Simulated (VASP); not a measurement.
Input of a VASP 6.6.1 run:

Contents of POSCAR:

```
SbAsSe4
1.0
    4.5423684075      0.0000000000      0.0000000000
    0.0000000000      4.5423684075      0.0000000000
    0.0000000000      0.0000000000      7.2272964944
Sb As Se
1 1 4
Direct
    0.0000000000      0.0000000000      0.0000000000
    0.5000000000      0.5000000000      0.5000000000
    0.5000000000      0.0000000000      0.7356639839
    0.0000000000      0.5000000000      0.2643360161
    0.5000000000      0.0000000000      0.2643360161
    0.0000000000      0.5000000000      0.7356639839
```

INCAR.step1

```
ALGO = Normal
EDIFF = 1E-4
ENCUT = 520
GGA = PE
ISMEAR = -1
LASPH = True
LCHARG = False
LREAL = False
LWAVE = True
NBANDS = 26
NELM = 100
PREC = Accurate
SIGMA = 0.03
```

File INCAR.step2:

```
ALGO = Normal
BPARAM = 11.95
CPARAM = 0.0093
EDIFF = 1E-7
ENCUT = 520
ISIF = 2
ISMEAR = -1
ISTART = 1
IVDW_NL = 2
LASPH = True
LCHARG = True
LELF = True
LMIXTAU = True
LREAL = False
LUSE_VDW = True
LVHAR = True
LWAVE = False
METAGGA = R2SCAN
NBANDS = 26
NELM = 100
PREC = Accurate
SIGMA = 0.03
```

File KPOINTS:

```
k-points
0
Gamma
  6 6 4
```

Potentials or basis: VASP PAW PBE potentials, release 64 (Sb, As, Se).

Run with:

```console
$ cat potpaw_PBE.64/Sb/POTCAR potpaw_PBE.64/As/POTCAR potpaw_PBE.64/Se/POTCAR > POTCAR
$ cp INCAR.step1 INCAR
$ mpirun -np 1 vasp_std > vasp.out
$ cp INCAR.step2 INCAR
$ mpirun -np 1 vasp_std > vasp.out
```

Q: What does it give for the pressure?

A: 0.1 GPa.

Q: What does it give for the band gap on the k mesh?

A: Zero (band 17 reaches 5.53 eV, above the bottom of band 18 at 3.47 eV).

Caveat: the PAW data sets were made with another functional, which shifts forces and pressure a little; spin-orbit coupling is left out, which moves the levels of the heavy elements.
